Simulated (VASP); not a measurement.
Here is a VASP 6.6.1 calculation.

INCAR

```
SYSTEM = Cs
ALGO = Normal
EDIFF = 1E-7
ENCUT = 520
GGA = PS
ISIF = 2
ISMEAR = 0
LASPH = .TRUE.
LCHARG = .FALSE.
LREAL = .FALSE.
LWAVE = .FALSE.
NBANDS = 10
NELM = 80
PREC = Accurate
SIGMA = 0.1
```

KPOINTS

```
k-points
0
G
  4 4 4
  0 0 0
```

The input POSCAR:

```
Cs
1.0
   -3.0021902809      3.0021902809      3.0021902809
    3.0021902809     -3.0021902809      3.0021902809
    3.0021902809      3.0021902809     -3.0021902809
Cs
1
Direct
    0.0000000000      0.0000000000      0.0000000000
```

Potentials or basis: VASP PAW PBE potentials, release 64 (Cs_sv).

Command:

```console
$ cat potpaw_PBE.64/Cs_sv/POTCAR > POTCAR
$ mpirun -np 1 vasp_std > vasp.out
```

Question: Predict the pressure.

Answer: 0.0 GPa.

Caveat: the k points lie up to 0.37 Å⁻¹ apart; the PAW data sets were made with another functional, which shifts forces and pressure a little.
